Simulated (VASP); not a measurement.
SnO, 4 atoms in the cell. The structure is tetragonal, space group P4/nmm (No. 129). The conventional cell has a = 3.814 Å, b = 3.814 Å, c = 4.887 Å, α = 90.00°, β = 90.00°, γ = 90.00°. Within 2.9 Å of Sn (site symmetry 4mm) lie 4 O at 2.23 Å. Within 2.9 Å of O (site symmetry -4m2) lie 4 Sn at 2.23 Å and 4 O at 2.70 Å. 

* Program: VASP 6.6.1
* Task: relaxation of cell and atoms
* Functional: PBE
* Potentials or basis: VASP PAW PBE potentials, release 64 (Sn_d, O)
* Cutoff: 600 eV
* k mesh: 7 × 7 × 6
* Occupations: fermi-dirac, width 0.05 eV
* Spin: no spin polarisation
* Dipole correction: no
* Further INCAR settings: ALGO = Normal; EDIFF = 1e-06; IBRION = 2; EDIFFG = -0.01; NSW = 60; ISIF = 3

Potentials or basis: VASP PAW PBE potentials, release 64 (Sn_d, O).

Run with:

```console
$ cat potpaw_PBE.64/Sn_d/POTCAR potpaw_PBE.64/O/POTCAR > POTCAR
$ mpirun -np 1 vasp_std > vasp.out
```

Hardware: 1 thread of Intel(R) Xeon(R) Platinum 8259CL CPU @ 2.50GHz (Skylake/Cascade Lake), on a shared host.

Problem. Estimate the wall time of this run.

Solution. Wall time 8.9 min on 1 thread of Intel(R) Xeon(R) Platinum 8259CL CPU @ 2.50GHz (Skylake/Cascade Lake), on a shared host, peak memory 0.23 GiB. Counts: scf iterations 105, k points 40, ion steps 14.
